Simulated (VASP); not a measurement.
Write the native input for VASP 6.6.1 that does the following.

| Property | Result |
| --- | --- |
| Task | single point |
| Functional | PBE |
| Potentials or basis | VASP PAW PBE potentials, release 64 (C_h, O_h) |
| Cutoff | 910 eV |
| k mesh | 10 × 10 × 10 |
| Occupations | gaussian, width 0.05 eV |
| Spin | no spin polarisation |
| Dipole correction | no |
| Further INCAR settings | ALGO = Normal; EDIFF = 1e-06; NBANDS = 25 |

The structure of CO2 lies in POSCAR:

```
CO2
1.0
   -1.9824135382      1.9824135382      2.9913663684
    1.9824135382     -1.9824135382      2.9913663684
    1.9824135382      1.9824135382     -2.9913663684
C O
2 4
Direct
    0.0000000000      0.0000000000      0.0000000000
    0.7500000000      0.2500000000      0.5000000000
    0.3750000000      0.2893122308      0.4143122308
    0.7106877692      0.1250000000      0.0856877692
    0.8750000000      0.9606877692      0.5856877692
    0.0393122308      0.6250000000      0.9143122308
```

The input as run:

INCAR

```
SYSTEM = CO2
ALGO = Normal ; EDIFF = 1E-6
ENCUT = 910 ; GGA = PE
GGA_COMPAT = .FALSE. ; ISIF = 2
ISMEAR = 0 ; LASPH = .TRUE.
LCHARG = .FALSE. ; LREAL = .FALSE.
LWAVE = .FALSE. ; NBANDS = 25
NELM = 120 ; PREC = Accurate
SIGMA = 0.05
```

KPOINTS

```
k-points
0
G
  10 10 10
  0 0 0
```

Potentials or basis: VASP PAW PBE potentials, release 64 (C_h, O_h).

Command:

```bash
$ cat potpaw_PBE.64/C_h/POTCAR potpaw_PBE.64/O_h/POTCAR > POTCAR
$ mpirun -np 1 vasp_std > vasp.out
```

It gave:

The pressure is -0.6 GPa and the largest force is 0.008 eV/Å. The band gap on the k mesh is 7.70 eV (least direct gap 8.12 eV).

Run time: 3.6 min on 1 thread of Intel(R) Xeon(R) Platinum 8259CL CPU @ 2.50GHz (Skylake/Cascade Lake) (shared host), peak memory 0.37 GiB.
